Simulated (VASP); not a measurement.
SiO2: single point with LDA

Crystal: SiO2.

```xyz
9
Lattice="4.8875 0.0000 0.0000 -2.4438 4.2327 0.0000 0.0000 0.0000 5.6077" Properties=species:S:1:pos:R:3 pbc="T T T"
Si   -1.2219    2.1164    1.8692
Si    1.2219    2.1164    3.7385
Si    2.4438    0.0000    0.0000
O     0.9203    3.3532    4.6731
O     2.4438    2.4736    2.8039
O     3.3641    0.8796    0.9346
O     1.5235    0.8796    4.6731
O     0.0000    1.7591    2.8039
O    -0.9203    3.3532    0.9346
```

This cell differs from its parent crystal: strain -0.030 along x and y, +0.015 along z.

- Program: VASP 6.6.1
- Task: single point
- Functional: LDA
- Potentials or basis: VASP PAW LDA potentials, release 64 (Si, O)
- Cutoff: 520 eV
- k mesh: 6 × 6 × 4
- Occupations: gaussian, width 0.05 eV
- Spin: no spin polarisation
- Dipole correction: no
- Further INCAR settings: ALGO = Normal; EDIFF = 1e-06; NBANDS = 34

```json
{
  "Pressure": "9.9 GPa",
  "Largest force": "0.455 eV/Å",
  "Band gap on the k mesh": "5.62 eV, indirect (least direct gap 5.74 eV)"
}
```

Forces in eV/Å, atoms in the order of the input:
```
Si   0.000  0.000  0.000
Si   0.000  0.000  0.000
Si   0.000  0.000  0.000
O    0.394  0.227  0.000
O    0.000  0.455  0.000
O    0.394 -0.227  0.000
O   -0.394 -0.227  0.000
O    0.000 -0.455  0.000
O   -0.394  0.227  0.000
```

Stress tensor (GPa, compression positive):
```
10.82  0.00  0.00
 0.00 10.82  0.00
 0.00  0.00  8.12
```

Levels at points of the mesh, in eV from the valence-band top:
```
           k point  band 21  band 22  band 23  band 24  band 25  band 26  band 27  band 28
(0.00, 0.00, 0.00)    -1.18    -0.56    -0.56    -0.12     5.62     8.81     8.81     9.21
(0.50, 0.00, 0.00)    -1.29    -1.18    -0.47    -0.04     7.71     8.62     9.50     9.70
(0.00, 0.00, 0.50)    -1.21    -0.43     0.00     0.00     7.41     7.41     8.09     9.63
(0.50, 0.00, 0.50)    -1.06    -0.88    -0.85    -0.35     8.89     8.95     9.22     9.36
```

It took 69 s on 1 thread of AMD EPYC 9R45 (Zen 5) (shared host), peak memory 0.17 GiB.

Caveat: the cell differs from its parent crystal (strain -0.030 along x and y, +0.015 along z). A k mesh can miss the band edges.
